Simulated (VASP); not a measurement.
# GaN (P6_3mc) in VASP: further runs, part 2 of 2

VASP 6.6.1.

## (5) Single point, r2SCAN

This run uses another cell than the first one, of 11.37 Å³/atom, 0.971 times its volume.

The input, POSCAR:

```
GaN
1.0
    3.1830984305      0.0000000000      0.0000000000
   -1.5915492153      2.7566441036      0.0000000000
    0.0000000000      0.0000000000      5.1835962350
Ga N
2 2
Direct
    0.3333333333      0.6666666667     -0.0008898957
    0.6666666667      0.3333333333      0.4991101043
    0.3333333333      0.6666666667      0.3758898957
    0.6666666667      0.3333333333      0.8758898957
```

The input, INCAR.step1:

```
SYSTEM = GaN
PREC = Accurate ; ENCUT = 520
ISMEAR = 0 ; SIGMA = 0.02
LREAL = .FALSE. ; LASPH = .TRUE.
NELM = 60 ; NBANDS = 26
GGA = PE ; ALGO = Normal
EDIFF = 1E-4 ; LWAVE = .TRUE.
LCHARG = .FALSE.
```

The input, INCAR.step2:

```
SYSTEM = GaN
PREC = Accurate ; ENCUT = 520
EDIFF = 1E-7 ; ISMEAR = 0
SIGMA = 0.02 ; LREAL = .FALSE.
LASPH = .TRUE. ; NELM = 60
ALGO = Normal ; ISIF = 2
LWAVE = .FALSE. ; LCHARG = .FALSE.
METAGGA = R2SCAN ; LMIXTAU = .TRUE.
NBANDS = 26 ; ISTART = 1
```

The input, KPOINTS:

```
regular mesh
0
G
  12 12 6
  0 0 0
```

Potentials or basis: VASP PAW PBE potentials, release 64 (Ga_d, N).

The run is started by

```sh
$ cat potpaw_PBE.64/Ga_d/POTCAR potpaw_PBE.64/N/POTCAR > POTCAR
$ cp INCAR.step1 INCAR
$ mpirun -np 1 vasp_std > vasp.out
$ cp INCAR.step2 INCAR
$ mpirun -np 1 vasp_std > vasp.out
```

OUTCAR:

```text
SYSTEM = GaN
   PREC = Accurate
   ENCUT = 520
   EDIFF = 1E-7
   ISMEAR = 0
   LREAL = .FALSE.
   LASPH = .TRUE.
   NELM = 60
   ISIF = 2
   METAGGA = R2SCAN
   ISTART = 1

 ion  position               nearest neighbor table
   1  0.333  0.667  0.999-   4 1.95   4 1.95   4 1.95   3 1.95
   2  0.667  0.333  0.499-   3 1.95   3 1.95   3 1.95   4 1.95
   3  0.333  0.667  0.376-   2 1.95   2 1.95   2 1.95   1 1.95
   4  0.667  0.333  0.876-   1 1.95   1 1.95   1 1.95   2 1.95

  LATTYP: Found a hexagonal cell.
 ALAT       =     3.1830984305
[... 898 lines left out ...]
  --------------------------------------------------------------------------------------
  -------------------------------------------------------------------------------------
  Total        0.3223336      0.3223336      0.2860930     -0.0000000      0.0000000      0.0000000
  in kB       11.3541410     11.3541410     10.0775719     -0.0000000      0.0000000      0.0000000
  external PRESSURE =      10.9286180 kB  Pullay stress =       0.0000000 kB

 VOLUME and BASIS-vectors are now :
 -----------------------------------------------------------------------------
  energy-cutoff  :      520.00
  volume of cell :       45.48
      direct lattice vectors                 reciprocal lattice vectors
     3.183098430  0.000000000  0.000000000     0.314159308  0.181379961  0.000000000
    -1.591549215  2.756644104  0.000000000     0.000000000  0.362759922  0.000000000
     0.000000000  0.000000000  5.183596235     0.000000000  0.000000000  0.192916260

 POSITION                                       TOTAL-FORCE (eV/Angst)
 -----------------------------------------------------------------------------------
     -0.00000      1.83776      5.17898        -0.000000      0.000000      0.005325
      1.59155      0.91888      2.58719         0.000000     -0.000000      0.005325
     -0.00000      1.83776      1.94846        -0.000000     -0.000000     -0.005325
      1.59155      0.91888      4.54026        -0.000000     -0.000000     -0.005325
 -----------------------------------------------------------------------------------
    total drift:                                0.000002      0.000004      0.034480

  FREE ENERGIE OF THE ION-ELECTRON SYSTEM (eV)
  ---------------------------------------------------
  free  energy   TOTEN  =       -43.8208815197 eV

  energy  without entropy=      -43.8208815197  energy(sigma->0) =      -43.82088152
```

OSZICAR.step1:

```text
N       E                     dE             d eps       ncg     rms          rms(c)
DAV:   1     0.282543313866E+03    0.28254E+03   -0.17652E+04  4344   0.259E+03
DAV:   2     0.827170738059E+01   -0.27427E+03   -0.25903E+03  4280   0.492E+02
DAV:   3    -0.271076476981E+02   -0.35379E+02   -0.34885E+02  4712   0.143E+02
DAV:   4    -0.283034001753E+02   -0.11958E+01   -0.11901E+01  4710   0.284E+01
DAV:   5    -0.283289667228E+02   -0.25567E-01   -0.25546E-01  4916   0.396E+00    0.110E+01
DAV:   6    -0.242172482447E+02    0.41117E+01   -0.10046E+01  6562   0.492E+01    0.307E+00
DAV:   7    -0.243152988613E+02   -0.98051E-01   -0.14221E+00  4162   0.902E+00    0.271E+00
DAV:   8    -0.243107309030E+02    0.45680E-02   -0.14440E-01  6456   0.510E+00    0.787E-01
DAV:   9    -0.242966751513E+02    0.14056E-01   -0.47251E-02  6424   0.369E+00    0.343E-01
DAV:  10    -0.242972430530E+02   -0.56790E-03   -0.41269E-03  4160   0.416E-01    0.694E-02
DAV:  11    -0.242971986656E+02    0.44387E-04   -0.41268E-04  4810   0.382E-01
   1 F= -.24297199E+02 E0= -.24297199E+02  d E =-.154932E-21
```

Wall time 2.6 min (1 thread of Intel Xeon 6975P-C (Granite Rapids), shared host); peak memory 0.21 GiB.

What came out:

* Free energy: -43.8209 eV
* Pressure: 1.1 GPa
* Largest force: 0.005 eV/Å
* Band gap on the k mesh: 2.34 eV, direct

Forces on the atoms (eV/Å):
```
Ga   0.000  0.000  0.005
Ga   0.000  0.000  0.005
N    0.000  0.000 -0.005
N    0.000  0.000 -0.005
```

Stress tensor (GPa, compression positive):
```
1.14 0.00 0.00
0.00 1.14 0.00
0.00 0.00 1.01
```

Caveat: the PAW data sets were made with another functional, which shifts forces and pressure a little.

## (6) Overview

| cell | gap on the mesh (eV) | pressure (GPa) |
| --- | --- | --- |
| a = 3.215, b = 3.215, c = 5.235 Å, angles 90.0, 90.0, 120.0°, 4 atoms | 2.14 | -4.4 |
| a = 3.246, b = 3.246, c = 5.285 Å, angles 90.0, 90.0, 120.0°, 4 atoms | 1.94 | -9.2 |
| a = 3.183, b = 3.183, c = 5.184 Å, angles 90.0, 90.0, 120.0°, 4 atoms | 2.34 | 1.1 |

Alike in all rows: task single point; level r2SCAN; potentials or basis VASP PAW PBE potentials, release 64 (Ga_d, N); no spin polarisation; k mesh 12 × 12 × 6; cutoff (eV) 520; smearing gaussian 0.02 eV.

Caveats: the PAW data sets were made with another functional, which shifts forces and pressure a little.

Absolute energies hang on the potentials; compare differences alone.

## (7) How close it comes

Step 4. A measured gap of GaN is 3.503 eV (direct; quoted in “Studying electronic properties in GaN without electrical contacts using γ-γ vs e−-γ Perturbed Angular Correlations”, 2019, pmc:6823545); the calculated 2.34 eV misses it by -1.16 eV. Spin-orbit coupling on Ga is left out. The value is that of r2SCAN, without temperature or zero-point motion.

Step 5. Measured gap of GaN: 3.503 eV (direct; quoted in “Studying electronic properties in GaN without electrical contacts using γ-γ vs e−-γ Perturbed Angular Correlations”, 2019, pmc:6823545). This calculation gives 2.34 eV (-1.16 eV). Spin-orbit coupling on Ga is left out. The value is that of r2SCAN, without temperature or zero-point motion.
